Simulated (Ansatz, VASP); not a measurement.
# One calculation of C, two programs

The input INCAR:

```
SYSTEM = C
PREC     = Accurate       ! precision mode
ENCUT    = 600            ! plane-wave cutoff, eV
EDIFF    = 1E-6           ! SCF threshold, eV
ISMEAR   = -1             ! smearing method
SIGMA    = 0.05           ! smearing width, eV
LREAL    = .FALSE.        ! projectors in reciprocal space
LASPH    = .TRUE.         ! aspherical terms in the spheres
NELM     = 100            ! most SCF steps
ALGO     = Normal         ! electronic algorithm
ISIF     = 3              ! what is computed and relaxed
LWAVE    = .FALSE.        ! write WAVECAR
LCHARG   = .FALSE.        ! write CHGCAR
GGA      = PE             ! functional
IBRION   = 2              ! ionic algorithm
NSW      = 100            ! ionic steps
EDIFFG   = -0.005         ! ionic threshold
```

The input KPOINTS:

```
Automatic mesh
0
G
  13 13 13
  0 0 0
```

The input POSCAR:

```
C
1.0
    0.0000000000      2.2322827293      2.2322827293
    2.2322827293      0.0000000000      2.2322827293
    2.2322827293      2.2322827293      0.0000000000
C
2
Direct
    0.0000000000      0.0000000000      0.0000000000
    0.2500000000      0.2500000000      0.2500000000
```

Input for Ansatz:

```yaml
crystal:
  lattice:
    - [0.0, 2.2322827293, 2.2322827293]
    - [2.2322827293, 0.0, 2.2322827293]
    - [2.2322827293, 2.2322827293, 0.0]
  atoms:
    - { symbol: C, position: [0.0, 0.0, 0.0] }
    - { symbol: C, position: [0.25, 0.25, 0.25] }
kpoints:
  mp_grid: { grid: [13, 13, 13] }
scf:
  occupations: { method: fermi_dirac, width: 0.05 }
hamiltonian:
  xc: pbe
  pseudopotentials: { kind: paw }
output:
  forces: true
  stress: true
relax:
  f_tol: 0.005
  max_steps: 80
  cell: {}
```

Alike in both runs: task relaxation of cell and atoms; functional PBE; k mesh 13 × 13 × 13; occupations fermi-dirac, width 0.05 eV; no spin polarisation.

```csv
,VASP,Ansatz
version,VASP 6.6.1,Ansatz 0.2.0
potentials or method,"VASP PAW PBE potentials, release 64 (C)","PAW with Ansatz's default frozen-core files, scalar-relativistic"
plane-wave cutoff (eV),600,420
valence electrons in the cell,8,8
```

Ansatz gave:

- relaxed volume (Å³/atom): 5.69
- relaxed cell length with the largest relative difference (Å): 2.525

Task: What did VASP give for the same quantities?

Result: Relaxed volume (Å³/atom): 5.70; relaxed cell length with the largest relative difference (Å): 2.526.

Noted on VASP's run: the volume moved by over 15 % at a fixed basis, so the end points are rough.
